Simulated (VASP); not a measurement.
# PtSe2 (P-3m1) in VASP: single point with PBE

Aim: the single point of PtSe2 with PBE.

Everything below comes from runs of VASP 6.6.1. Logs are shortened: lines on timing, memory, paths and dates and some standing lists are left out, and cuts for length are marked.

## Step 1: The cell of the first run

It takes space group P-3m1 (No. 164, trigonal). Conventional cell: a = 3.752 Å, b = 3.752 Å, c = 6.527 Å, α = 90.00°, β = 90.00°, γ = 120.00°. Pt (site symmetry -3m) has 6 Se at 2.53 Å within 3.3 Å. Within 3.4 Å of Se (site symmetry 3m) lie 3 Pt at 2.53 Å and 3 Se at 3.39 Å.

## Step 2: Single point, PBE

Contents of INCAR:

```
PREC = Accurate
ENCUT = 500
EDIFF = 1E-6
ISMEAR = 0
SIGMA = 0.05
LREAL = F
LASPH = T
NELM = 120
ALGO = Normal
ISIF = 2
LWAVE = F
LCHARG = F
GGA = PE
NBANDS = 31
GGA_COMPAT = F
```

Contents of KPOINTS:

```
regular mesh
0
Gamma
  8 8 8
```

Contents of POSCAR:

```
PtSe2
1.0
   -3.7516619507      0.0000000000      0.0000000000
    0.0000000001      6.4980691114      0.0000000000
    1.8758309753     -3.2490345557     -6.5268779685
Pt Se
2 4
Direct
    0.0000000000      0.0000000000      0.0000000000
    0.5000000000      0.5000000000      0.0000000000
    0.8999064864      0.2332398197      0.7998129728
    0.3999064864      0.7332398197      0.7998129728
    0.1000935136      0.7667601803      0.2001870272
    0.6000935136      0.2667601803      0.2001870272
```

Potentials or basis: VASP PAW PBE potentials, release 64 (Pt, Se).

Started as:

```console
cat potpaw_PBE.64/Pt/POTCAR potpaw_PBE.64/Se/POTCAR > POTCAR
mpirun -np 1 vasp_std > vasp.out
```

OUTCAR:

```text
PREC = Accurate
   ENCUT = 500
   EDIFF = 1E-6
   ISMEAR = 0
   LREAL = F
   LASPH = T
   NELM = 120
   ISIF = 2
   GGA = PE

 ion  position               nearest neighbor table
   1  0.000  0.000  0.000-   3 2.53   5 2.53   6 2.53   4 2.53   6 2.53   4 2.53
   2  0.500  0.500  0.000-   4 2.53   6 2.53   5 2.53   3 2.53   3 2.53   5 2.53
   3  0.900  0.233  0.800-   1 2.53   2 2.53   2 2.53
   4  0.400  0.733  0.800-   2 2.53   1 2.53   1 2.53
   5  0.100  0.767  0.200-   1 2.53   2 2.53   2 2.53
   6  0.600  0.267  0.200-   2 2.53   1 2.53   1 2.53

  LATTYP: Found a body centered orthorhombic cell.
 ALAT       =     3.7516619507
 B/A-ratio  =     1.7320508076
 C/A-ratio  =     3.4794595325

  Lattice vectors:

 A1 = (  -1.8758309753,   3.2490345557,   6.5268779685)
 A2 = (   1.8758309753,  -3.2490345557,   6.5268779685)
 A3 = (   1.8758309754,   3.2490345557,  -6.5268779685)

Analysis of symmetry for initial positions (statically):
=====================================================================
 Subroutine PRICEL returns following result:

  LATTYP: Found a hexagonal cell.
 ALAT       =     3.7516619507
 C/A-ratio  =     1.7397297662

  Lattice vectors:

 A1 = (   3.7516619507,  -0.0000000000,   0.0000000000)
 A2 = (  -1.8758309754,  -3.2490345557,   0.0000000000)
 A3 = (   0.0000000000,   0.0000000000,  -6.5268779685)

   2 primitive cells build up your supercell.

 Routine SETGRP: Setting up the symmetry group for a
 body centered orthorhombic supercell.

 Subroutine GETGRP returns: Found  4 space group operations
 (whereof  4 operations were pure point group operations)
 out of a pool of  8 trial point group operations.

The static configuration has the point symmetry C_2h.

Analysis of symmetry for dynamics (positions and initial velocities):
=====================================================================
 Subroutine PRICEL returns following result:

  LATTYP: Found a hexagonal cell.
 ALAT       =     3.7516619507
 C/A-ratio  =     1.7397297662

  Lattice vectors:

 A1 = (   3.7516619507,  -0.0000000000,   0.0000000000)
 A2 = (  -1.8758309754,  -3.2490345557,   0.0000000000)
 A3 = (   0.0000000000,   0.0000000000,  -6.5268779685)

   2 primitive cells build up your supercell.

 Routine SETGRP: Setting up the symmetry group for a
[... 101 lines left out ...]
   ICHARG =      2    charge: 1-file 2-atom 10-const
   ISPIN  =      1    spin polarized calculation?
   LNONCOLLINEAR =      F non collinear calculations
   LSORBIT =      F    spin-orbit coupling
   LASPH  =      T    aspherical Exc in radial PAW
   ENCUT  =  500.0 eV  36.75 Ry    6.06 a.u.   6.84 11.85 13.73*2*pi/ulx,y,z
   NELM   =    120;   NELMIN=  2; NELMDL= -5     # of ELM steps
   EDIFF  = 0.1E-05   stopping-criterion for ELM
   LREAL  =      F    real-space projection
   EDIFFG = 0.1E-04   stopping-criterion for IOM
   NSW    =      0    number of steps for IOM
   IBRION =     -1    ionic relax: 0-MD 1-quasi-New 2-CG
   NFREE  =      0    steps in history (QN), initial steepest desc. (CG)
   ISIF   =      2    stress and relaxation
   ISYM   =      2    0-nonsym 1-usesym 2-fastsym
   POTIM  = 0.5000    time-step for ionic-motion
   TEBEG  =    0.0;   TEEND  =   0.0 temperature during run
   PSTRESS=    0.0 pullay stress
   NELECT =      44.0000    total number of electrons
   NUPDOWN=      -1.0000    fix difference up-down
   EMIN   =  10.00;   EMAX   =-10.00  energy-range for DOS
   EFERMI =   0.00;   METHOD = LEGACY
   ISMEAR =     0;   SIGMA  =   0.05  broadening in eV -4-tet -1-fermi 0-gaus
   EFERMI_NEDOS =   21; number of points for ismear=-14 and -15
   IALGO  =     38    algorithm
   IMIX   =      4    mixing-type and parameters
     AMIX     =   0.40;   BMIX     =  1.00
     AMIX_MAG =   1.60;   BMIX_MAG =  1.00
  volume/ion in A,a.u.               =      26.52       178.96
  Fermi-wavevector in a.u.,A,eV,Ry     =   1.066566  2.015518 15.477495  1.137564
  Thomas-Fermi vector in A             =   2.202155
   LORBIT       =      0    0 simple, 1 ext, 2 COOP (PROOUT), +10 PAW based schemes
   GGA     = PE    functional components
   LHFCALC =     F    Hartree Fock is set to
   AEXX    =    0.0000 exact exchange contribution
   IVDW    =     0    specifies the selected vdW correction
   LEPSILON=     F    determine dielectric tensor
   LRPA    =     F    only Hartree local field effects (RPA)
 non-spin polarized calculation
 Gauss-broadening in eV      SIGMA  =   0.05
  energy-cutoff  :      500.00
  volume of cell :      159.12
 maximum number of plane-waves:      4075
   NGX = 13   NGY = 23   NGZ = 27

 number of electron      43.9999991 magnetization

 Free energy of the ion-electron system (eV)
  ---------------------------------------------------
  ext. energy  EPLUGINS =         0.00000000
  ---------------------------------------------------
  free energy    TOTEN  =       -28.60645450 eV

  energy without entropy =      -28.60645450  energy(sigma->0) =      -28.60645450

 E-fermi :   3.2555     XC(G=0):  -8.9636

 val. band max:        3.0350457321   @ k =  -0.2500   0.0000   0.1250
 cond. band min:       3.8919191015   @ k =   0.0000   0.5000   0.3750
 fundamental gap:      0.8568733694
 Fermi energy:         3.2555416216

 k-point     1 :       0.0000    0.0000    0.0000
  band No.  band energies     occupation
      1     -11.1702      2.00000
      2      -9.7359      2.00000
      3      -9.5545      2.00000
      4      -9.3382      2.00000
      5      -3.2327      2.00000
      6      -2.3708      2.00000
[... 805 lines left out ...]
     30       9.9473      0.00000
     31       9.9583      0.00000

 [... further k-points ...]
[... 5 lines left out ...]
  --------------------------------------------------------------------------------------
  -------------------------------------------------------------------------------------
  Total       -0.0571506     -0.0543403     -0.0278170     -0.0000000      0.0003168      0.0000000
  in kB       -0.5754633     -0.5471664     -0.2800966     -0.0000000      0.0031897      0.0000000
  external PRESSURE =      -0.4675754 kB  Pullay stress =       0.0000000 kB

 VOLUME and BASIS-vectors are now :
 -----------------------------------------------------------------------------
  energy-cutoff  :      500.00
  volume of cell :      159.12
      direct lattice vectors                 reciprocal lattice vectors
    -3.751661951  0.000000000  0.000000000    -0.266548536  0.000000000 -0.076606304
     0.000000000  6.498069111  0.000000000     0.000000000  0.153891869 -0.076606304
     1.875830975 -3.249034556 -6.526877969     0.000000000  0.000000000 -0.153212609

 POSITION                                       TOTAL-FORCE (eV/Angst)
 -----------------------------------------------------------------------------------
      0.00000      0.00000      0.00000         0.000000      0.000000     -0.000000
     -1.87583      3.24903      0.00000        -0.000000      0.000000     -0.000000
     -1.87583     -1.08301     -5.22028         0.000000      0.000067     -0.001654
      0.00000      2.16602     -5.22028         0.000000      0.000067     -0.001654
      0.00000      4.33205     -1.30660        -0.000000     -0.000067      0.001654
     -1.87583      1.08301     -1.30660        -0.000000     -0.000067      0.001654
 -----------------------------------------------------------------------------------
    total drift:                                0.000000      0.000000      0.000000

  FREE ENERGIE OF THE ION-ELECTRON SYSTEM (eV)
  ---------------------------------------------------
  free  energy   TOTEN  =       -28.6064545002 eV

  energy  without entropy=      -28.6064545002  energy(sigma->0) =      -28.60645450
```

Run time: 6.5 min. Hardware: 1 thread of Intel Xeon Platinum 8488C (Sapphire Rapids), shared host; peak memory 0.66 GiB.

What came out:

```yaml
Free_energy: -28.6065 eV
Pressure: 0.0 GPa
Band_gap_on_the_k_mesh: 0.86 eV
```

Caveat: spin-orbit coupling is left out, which moves the levels of the heavy elements; this functional lacks dispersion, which binds the layers, so the pressure and a relaxed spacing across them are unreliable.
